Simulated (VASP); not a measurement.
# Si (a cell with a defect) in VASP: single point with PBE

Aim: the single point of Si (a cell with a defect) with PBE.

All numbers are computed with VASP 6.6.1; they aren't measurements. Logs are shortened: lines on timing, memory, paths and dates and some standing lists are left out, and cuts for length are marked.

### 1 The cell of the first run

The cell holds a defect, 17 atoms: a = 7.679 Å, b = 7.679 Å, c = 7.679 Å, α = 60.00°, β = 60.00°, γ = 60.00°.

### 2 Single point, PBE

INCAR

```
SYSTEM = Si
ALGO = Normal
EDIFF = 1E-6
ENCUT = 520
GGA = PE
ISIF = 2
ISMEAR = -1
LASPH = .TRUE.
LCHARG = .FALSE.
LREAL = Auto
LWAVE = .FALSE.
NBANDS = 48
NELM = 100
PREC = Accurate
SIGMA = 0.02
```

KPOINTS

```
k-points
0
G
  2 2 2
  0 0 0
```

POSCAR

```
Si
1.0
    0.0000000000      5.4300000000      5.4300000000
    5.4300000000      0.0000000000      5.4300000000
    5.4300000000      5.4300000000      0.0000000000
Si
17
Direct
   -0.0012379454      0.0007569554      0.0002177785
    0.1284405189      0.1221201225      0.1214420158
    0.0027988800     -0.0065277455      0.5018419433
    0.1284225711      0.1221236867      0.6279512416
    0.0031472155      0.5023984968     -0.0073749571
    0.1287286408      0.6285365778      0.1213390274
    0.0031267936      0.5024008260      0.5017873992
    0.1270353831      0.6248269385      0.6240423166
    0.5008050512      0.0003087073      0.0000213190
    0.6249408184      0.1250675215      0.1249902840
    0.5007905332      0.0003056412      0.4988547217
    0.6226799034      0.1215321405      0.6278813705
    0.5010153599      0.4989236478      0.0000148902
    0.6230006514      0.6280335080      0.1211638562
    0.4957890644      0.5015661582      0.5013084596
    0.6229808203      0.6280369819      0.6277798725
    0.8770961401      0.3748502355      0.3739952609
```

Potentials or basis: VASP PAW PBE potentials, release 64 (Si).

Started as:

```bash
$ cat potpaw_PBE.64/Si/POTCAR > POTCAR
$ mpirun -np 1 vasp_std > vasp.out
```

OUTCAR:

```text
SYSTEM = Si
   EDIFF = 1E-6
   ENCUT = 520
   GGA = PE
   ISIF = 2
   ISMEAR = -1
   LASPH = .TRUE.
   LREAL = Auto
   NELM = 100
   PREC = Accurate

 ion  position               nearest neighbor table
   1  0.999  0.001  0.000-   6 2.33   2 2.33   4 2.33  10 2.34
   2  0.128  0.122  0.121-   1 2.33   9 2.33   5 2.38   3 2.39  17 2.74
   3  0.003  0.993  0.502-   8 2.31  12 2.38   4 2.39   2 2.39  17 2.39
   4  0.128  0.122  0.628-   1 2.33  11 2.33   7 2.38   3 2.39  17 2.74
   5  0.003  0.502  0.993-   8 2.31  14 2.38   2 2.38   6 2.39  17 2.39
   6  0.129  0.629  0.121-   1 2.33  13 2.33   5 2.39   7 2.39  17 2.74
   7  0.003  0.502  0.502-   8 2.31  16 2.38   4 2.38   6 2.39  17 2.39
   8  0.127  0.625  0.624-   5 2.31   7 2.31   3 2.31  15 2.31
   9  0.501  0.000  0.000-  12 2.33  14 2.33   2 2.33  10 2.34
  10  0.625  0.125  0.125-   1 2.34  13 2.34   9 2.34  11 2.34
  11  0.501  0.000  0.499-  12 2.33  16 2.33   4 2.33  10 2.34
  12  0.623  0.122  0.628-   9 2.33  11 2.33  15 2.38   3 2.38  17 2.76
  13  0.501  0.499  0.000-  16 2.33  14 2.33   6 2.33  10 2.34
  14  0.623  0.628  0.121-  13 2.33   9 2.33  15 2.38   5 2.38  17 2.75
  15  0.496  0.502  0.501-   8 2.31  12 2.38  16 2.38  14 2.38  17 2.39
  16  0.623  0.628  0.628-  13 2.33  11 2.33  15 2.38   7 2.38  17 2.75
  17  0.877  0.375  0.374-  15 2.39   5 2.39   7 2.39   3 2.39   4 2.74   2 2.74   6 2.74  14 2.75
                            16 2.75  12 2.76

  LATTYP: Found a face centered cubic cell.
 ALAT       =    10.8600000000

  Lattice vectors:

 A1 = (   0.0000000000,   5.4300000000,   5.4300000000)
 A2 = (   5.4300000000,   0.0000000000,   5.4300000000)
 A3 = (   5.4300000000,   5.4300000000,   0.0000000000)

Analysis of symmetry for initial positions (statically):
=====================================================================
 Subroutine PRICEL returns:
 Original cell was already a primitive cell.

 Routine SETGRP: Setting up the symmetry group for a
 face centered cubic supercell.

 Subroutine GETGRP returns: Found  1 space group operations
 (whereof  1 operations were pure point group operations)
 out of a pool of 48 trial point group operations.

The static configuration has the point symmetry C_1 .

Analysis of symmetry for dynamics (positions and initial velocities):
=====================================================================
 Subroutine PRICEL returns:
 Original cell was already a primitive cell.

 Routine SETGRP: Setting up the symmetry group for a
 face centered cubic supercell.

 Subroutine GETGRP returns: Found  1 space group operations
 (whereof  1 operations were pure point group operations)
 out of a pool of 48 trial point group operations.

The dynamic configuration has the point symmetry C_1 .

 Subroutine INISYM returns: Found  1 space group operations
 (whereof  1 operations are pure point group operations),
 and found     1 'primitive' translations

----------------------------------------------------------------------------------------

                                     Primitive cell

  volume of cell :     320.2060

  direct lattice vectors                    reciprocal lattice vectors
     0.000000000  5.430000000  5.430000000    -0.092081031  0.092081031  0.092081031
     5.430000000  0.000000000  5.430000000     0.092081031 -0.092081031  0.092081031
     5.430000000  5.430000000  0.000000000     0.092081031  0.092081031 -0.092081031

  length of vectors
     7.679179644  7.679179644  7.679179644     0.159489025  0.159489025  0.159489025

  position of ions in fractional coordinates (direct lattice)
     0.998762055  0.000756955  0.000217779
     0.128440519  0.122120123  0.121442016
     0.002798880  0.993472254  0.501841943
     0.128422571  0.122123687  0.627951242
     0.003147216  0.502398497  0.992625043
     0.128728641  0.628536578  0.121339027
[... 9 lines left out ...]
     0.622980820  0.628036982  0.627779872
     0.877096140  0.374850235  0.373995261

  ion indices of the primitive-cell ions
   primitive index   ion index
                 1           1
                 2           2
                 3           3
                 4           4
                 5           5
                 6           6
[... 9 lines left out ...]
                16          16
                17          17

----------------------------------------------------------------------------------------

 KPOINTS: k-points

Automatic generation of k-mesh.
 Grid dimensions read from file:
 generate k-points for:    2    2    2

 Generating k-lattice:

  Cartesian coordinates                     Fractional coordinates (reciprocal lattice)
    -0.046040516  0.046040516  0.046040516     0.500000000  0.000000000  0.000000000
     0.046040516 -0.046040516  0.046040516     0.000000000  0.500000000  0.000000000
     0.046040516  0.046040516 -0.046040516     0.000000000  0.000000000  0.500000000

  Length of vectors
     0.079744512  0.079744512  0.079744512

  Shift w.r.t. Gamma in fractional coordinates (k-lattice)
     0.000000000  0.000000000  0.000000000

 Subroutine IBZKPT returns following result:
 ===========================================

 Found      8 irreducible k-points:

 Following reciprocal coordinates:
            Coordinates               Weight
  0.000000  0.000000  0.000000      1.000000
  0.500000  0.000000  0.000000      1.000000
  0.000000  0.500000  0.000000      1.000000
  0.000000  0.000000  0.500000      1.000000
  0.500000  0.500000  0.500000      1.000000
  0.500000  0.500000  0.000000      1.000000
  0.000000  0.500000  0.500000      1.000000
  0.500000  0.000000  0.500000      1.000000
   k-points           NKPTS =      8   k-points in BZ     NKDIM =      8   number of bands    NBANDS=     48
   number of dos      NEDOS =    301   number of ions     NIONS =     17
   total plane-waves  NPLWV = 216000
   dimension x,y,z NGX =    60 NGY =   60 NGZ =   60
   dimension x,y,z NGXF=   120 NGYF=  120 NGZF=  120
   ions per type =              17
   NGX,Y,Z   is equivalent  to a cutoff of  12.99, 12.99, 12.99 a.u.
   NGXF,Y,Z  is equivalent  to a cutoff of  25.98, 25.98, 25.98 a.u.
 SYSTEM =  Si
   PREC   = accura    normal or accurate (medium, high low for compatibility)
   ISTART =      0    job   : 0-new  1-cont  2-samecut
   ICHARG =      2    charge: 1-file 2-atom 10-const
   ISPIN  =      1    spin polarized calculation?
   LNONCOLLINEAR =      F non collinear calculations
   LSORBIT =      F    spin-orbit coupling
   LASPH  =      T    aspherical Exc in radial PAW
   ENCUT  =  520.0 eV  38.22 Ry    6.18 a.u.  14.28 14.28 14.28*2*pi/ulx,y,z
   NELM   =    100;   NELMIN=  2; NELMDL= -5     # of ELM steps
   EDIFF  = 0.1E-05   stopping-criterion for ELM
   LREAL  =      T    real-space projection
   EDIFFG = 0.1E-04   stopping-criterion for IOM
   NSW    =      0    number of steps for IOM
   IBRION =     -1    ionic relax: 0-MD 1-quasi-New 2-CG
   NFREE  =      0    steps in history (QN), initial steepest desc. (CG)
   ISIF   =      2    stress and relaxation
   ISYM   =      2    0-nonsym 1-usesym 2-fastsym
   POTIM  = 0.5000    time-step for ionic-motion
   TEBEG  =    0.0;   TEEND  =   0.0 temperature during run
   PSTRESS=    0.0 pullay stress
   NELECT =      68.0000    total number of electrons
   NUPDOWN=      -1.0000    fix difference up-down
   EMIN   =  10.00;   EMAX   =-10.00  energy-range for DOS
   EFERMI =   0.00;   METHOD = LEGACY
   ISMEAR =    -1;   SIGMA  =   0.02  broadening in eV -4-tet -1-fermi 0-gaus
   EFERMI_NEDOS =   21; number of points for ismear=-14 and -15
   IALGO  =     38    algorithm
   IMIX   =      4    mixing-type and parameters
     AMIX     =   0.40;   BMIX     =  1.00
     AMIX_MAG =   1.60;   BMIX_MAG =  1.00
  volume/ion in A,a.u.               =      18.84       127.11
  Fermi-wavevector in a.u.,A,eV,Ry     =   0.976715  1.845724 12.979587  0.953973
  Thomas-Fermi vector in A             =   2.107356
   LORBIT       =      0    0 simple, 1 ext, 2 COOP (PROOUT), +10 PAW based schemes
   GGA     = PE    functional components
   LHFCALC =     F    Hartree Fock is set to
   AEXX    =    0.0000 exact exchange contribution
   IVDW    =     0    specifies the selected vdW correction
   LEPSILON=     F    determine dielectric tensor
   LRPA    =     F    only Hartree local field effects (RPA)
 non-spin polarized calculation
  energy-cutoff  :      520.00
  volume of cell :      320.21
 maximum number of plane-waves:      8646
 NGX is ok and might be reduce to    60
   NGX = 29   NGY = 29   NGZ = 29

 number of electron      68.0000001 magnetization

 Free energy of the ion-electron system (eV)
  ---------------------------------------------------
  ext. energy  EPLUGINS =         0.00000000
  ---------------------------------------------------
  free energy    TOTEN  =       -87.99567721 eV

  energy without entropy =      -87.98553708  energy(sigma->0) =      -87.99060715

 E-fermi :   6.9108     XC(G=0):  -9.6744

 val. band max:        6.6794031749   @ k =   0.0000   0.0000   0.0000
 cond. band min:       6.9250040829   @ k =   0.5000   0.5000   0.0000
 fundamental gap:      0.2456009080
 Fermi energy:         6.9107829381

 k-point     1 :       0.0000    0.0000    0.0000
  band No.  band energies     occupation
      1      -6.3178      2.00000
      2      -3.7729      2.00000
      3      -3.6294      2.00000
      4      -3.6278      2.00000
      5      -3.6261      2.00000
      6      -2.8055      2.00000
[... 38 lines left out ...]
     45       8.1231      0.00000
     46       9.0584      0.00000

 k-point     2 :       0.5000    0.0000    0.0000
  band No.  band energies     occupation
      1      -5.9164      2.00000
      2      -4.9537      2.00000
      3      -3.5689      2.00000
      4      -3.4279      2.00000
      5      -3.4247      2.00000
      6      -2.9560      2.00000
[... 286 lines left out ...]
 k-point     8 :       0.5000    0.0000    0.5000
  band No.  band energies     occupation
      1      -5.7822      2.00000
      2      -4.7227      2.00000
      3      -3.9932      2.00000
      4      -3.8777      2.00000
      5      -3.8771      2.00000
      6      -3.6260      2.00000
[... 38 lines left out ...]
     45      10.1221      0.00000
     46      10.1263      0.00000
 [bands above 46 left out]

------------------------ aborting loop because EDIFF is reached ----------------------------------------

  FORCE on cell =-STRESS in cart. coord.  units (eV):
  Direction    XX          YY          ZZ          XY          YZ          ZX
  --------------------------------------------------------------------------------------
  -------------------------------------------------------------------------------------
  Total       10.6855944     10.6872599     10.6771857     -0.0045380     -0.0059512      0.0063387
  in kB       53.4662572     53.4745905     53.4241836     -0.0227064     -0.0297775      0.0317163
  external PRESSURE =      53.4550104 kB  Pullay stress =       0.0000000 kB

 VOLUME and BASIS-vectors are now :
 -----------------------------------------------------------------------------
  energy-cutoff  :      520.00
  volume of cell :      320.21
      direct lattice vectors                 reciprocal lattice vectors
     0.000000000  5.430000000  5.430000000    -0.092081031  0.092081031  0.092081031
     5.430000000  0.000000000  5.430000000     0.092081031 -0.092081031  0.092081031
     5.430000000  5.430000000  0.000000000     0.092081031  0.092081031 -0.092081031

 POSITION                                       TOTAL-FORCE (eV/Angst)
 -----------------------------------------------------------------------------------
      0.00529      5.42446      5.42739         0.013432     -0.013193     -0.011346
      1.32254      1.35686      1.36054         0.013183      0.008212      0.000271
      8.11956      2.74020      5.40975        -0.004948      0.004283     -0.000993
      4.07291      4.10711      1.36047        -0.007803     -0.012633      0.000787
      8.11798      5.40704      2.74511         0.001933      0.001648      0.004466
      4.07182      1.35787      4.11195        -0.003175      0.004068     -0.023658
[... 9 lines left out ...]
      6.81909      6.79163      6.79303        -0.021449     -0.004726     -0.001695
      4.06623      6.79343      6.79807        -0.000229      0.000139     -0.000589
 -----------------------------------------------------------------------------------
    total drift:                                0.002451     -0.002836     -0.005070

  FREE ENERGIE OF THE ION-ELECTRON SYSTEM (eV)
  ---------------------------------------------------
  free  energy   TOTEN  =       -87.9956772103 eV

  energy  without entropy=      -87.9855370804  energy(sigma->0) =      -87.99060715
```

Run time: 3.8 min. Hardware: 1 thread of AMD EPYC 7R13 (Zen 3), shared host; peak memory 0.43 GiB.

What came out:

| Item | Value |
| --- | --- |
| Free energy | -87.9957 eV |
| Pressure | 5.3 GPa |
| Largest force | 0.032 eV/Å |
| Band gap on the k mesh | zero (band 34 reaches 6.93 eV, above the bottom of band 35 at 6.68 eV) |

Forces in eV/Å, atoms in the order of the input:
```
Si   0.013 -0.013 -0.011
Si   0.013  0.008  0.000
Si  -0.005  0.004 -0.001
Si  -0.008 -0.013  0.001
Si   0.002  0.002  0.004
Si  -0.003  0.004 -0.024
Si  -0.002 -0.002  0.005
Si  -0.002  0.001  0.006
Si   0.022  0.017  0.010
Si  -0.002  0.002  0.004
Si  -0.017 -0.023  0.011
Si   0.001 -0.001  0.032
Si  -0.015  0.015 -0.017
Si   0.005  0.021 -0.002
Si   0.018 -0.018 -0.015
Si  -0.021 -0.005 -0.002
Si   0.000  0.000 -0.001
```

Caveat: the k points lie up to 0.50 Å⁻¹ apart.
